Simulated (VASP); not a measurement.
Input of a VASP 6.6.1 run:

File INCAR:

```
ALGO = Fast ; EDIFF = 1E-7
ENCUT = 520 ; GGA = PS
ISIF = 2 ; ISMEAR = 1
LASPH = T ; LCHARG = T
LELF = T ; LREAL = F
LVHAR = T ; LWAVE = F
NBANDS = 35 ; NELM = 80
PREC = Accurate ; SIGMA = 0.1
```

The input KPOINTS:

```
k-points
0
Gamma
  10 10 10
```

Contents of POSCAR:

```
Ta2Si
1.0
   -3.0877629443      3.0877629443      2.5236412193
    3.0877629443     -3.0877629443      2.5236412193
    3.0877629443      3.0877629443     -2.5236412193
Ta Si
4 2
Direct
    0.6635932100      0.8364067900      0.5000000000
    0.8364067900      0.3364067900      0.1728135800
    0.3364067900      0.1635932100      0.5000000000
    0.1635932100      0.6635932100      0.8271864200
    0.2500000000      0.2500000000      0.0000000000
    0.7500000000      0.7500000000      0.0000000000
```

Potentials or basis: VASP PAW PBE potentials, release 64 (Ta_pv, Si).

Run with:

```console
$ cat potpaw_PBE.64/Ta_pv/POTCAR potpaw_PBE.64/Si/POTCAR > POTCAR
$ mpirun -np 1 vasp_std > vasp.out
```

Question: What does it give for the largest force?

Answer: 0.061 eV/Å.

Question: Predict the pressure.

Answer: -2.9 GPa.

Stress tensor (GPa, compression positive):
```
-3.20  0.00  0.00
 0.00 -3.20  0.00
 0.00  0.00 -2.23
```

Caveat: the PAW data sets were made with another functional, which shifts forces and pressure a little.
